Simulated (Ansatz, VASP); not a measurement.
# Two plane-wave programs on YbOs3

```
CELL_PARAMETERS angstrom
4.10415 0.00000 0.00000
0.00000 4.10415 0.00000
0.00000 0.00000 4.10415
ATOMIC_POSITIONS crystal
Yb 0.00000 0.00000 0.00000
Os 0.00000 0.50000 0.50000
Os 0.50000 0.50000 0.00000
Os 0.50000 0.00000 0.50000
```

Alike in both runs: task single point; functional PBE; k mesh 8 × 8 × 8; occupations gaussian, width 0.05 eV; no spin polarisation.

|  | VASP | Ansatz |
| --- | --- | --- |
| version | VASP 6.6.1 | Ansatz 0.2.0 |
| potentials or method | VASP PAW PBE potentials, release 64 (Yb, Os), cutoff 520 eV | scalar-relativistic, plane waves, PAW |
| valence electrons in the cell | 48 | 72 |

Ansatz gave:

| Quantity | Value |
| --- | --- |
| gap on the k mesh at the Fermi level (eV) | none |
| pressure (GPa) | -13.4 |

Question: Which values does VASP return?

Answer: gap on the k mesh at the Fermi level (eV): none; pressure (GPa): -13.2.

A gap of «none» marks a metal or a gap that the smearing closes. VASP's potentials hold 48 valence electrons a cell and Ansatz's 72, so a difference there can come from the potentials and not from the codes.

Neither program's run includes spin-orbit coupling.
